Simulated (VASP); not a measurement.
Runs of VASP 6.6.1 on SiC. The structure is that of space group P6_3mc (No. 186), or close to it. The cells are those of the table. 

```csv
cell,gap on the mesh (eV),pressure (GPa),largest force (eV/Å)
"a = 3.339, b = 3.339, c = 5.074 Å, angles 90.0, 90.0, 120.0°, 4 atoms",1.99,-22.9,0.35
"a = 3.215, b = 3.215, c = 5.074 Å, angles 90.0, 90.0, 120.0°, 4 atoms",2.36,(a),0.26
"a = 3.339, b = 3.339, c = 4.871 Å, angles 90.0, 90.0, 120.0°, 4 atoms",1.74,-16.1,1.02
"a = 3.339, b = 3.339, c = 5.480 Å, angles 90.0, 90.0, 120.0°, 4 atoms",2.39,-30.8,0.03
"a = 3.339, b = 3.339, c = 5.277 Å, angles 90.0, 90.0, 120.0°, 4 atoms",2.22,-27.6,0.06
"a = 3.092, b = 3.092, c = 5.277 Å, angles 90.0, 90.0, 120.0°, 4 atoms",(b),-7.2,0.19
"a = 3.339, b = 3.339, c = 4.668 Å, angles 90.0, 90.0, 120.0°, 4 atoms",1.47,-6.5,2.21
"a = 2.968, b = 2.968, c = 5.480 Å, angles 90.0, 90.0, 120.0°, 4 atoms",1.83,5.2,0.50
"a = 3.215, b = 3.215, c = 5.277 Å, angles 90.0, 90.0, 120.0°, 4 atoms",2.50,-19.8,0.02
"a = 3.092, b = 3.092, c = 5.480 Å, angles 90.0, 90.0, 120.0°, 4 atoms",2.18,-12.5,0.12
"a = 3.215, b = 3.215, c = 4.871 Å, angles 90.0, 90.0, 120.0°, 4 atoms",2.04,(c),0.87
"a = 3.215, b = 3.215, c = 5.480 Å, angles 90.0, 90.0, 120.0°, 4 atoms",2.45,-23.9,0.04
```

Alike in all rows: task single point; level PBE; potentials or basis VASP PAW PBE potentials, release 64 (Si, C); no spin polarisation; k mesh 12 × 12 × 6; cutoff (eV) 520; smearing gaussian 0.05 eV.

Task: Fill in the values left out.

Result: (a) -14.0; (b) 2.23; (c) -5.9.

Caveats: the cell stands under tension (at least some runs); forces of over 1 eV/Å act on the atoms, so gaps and moduli don't describe the material at rest (at least some runs); the cell stands under pressure (at least some runs).

A k mesh can miss the band edges.
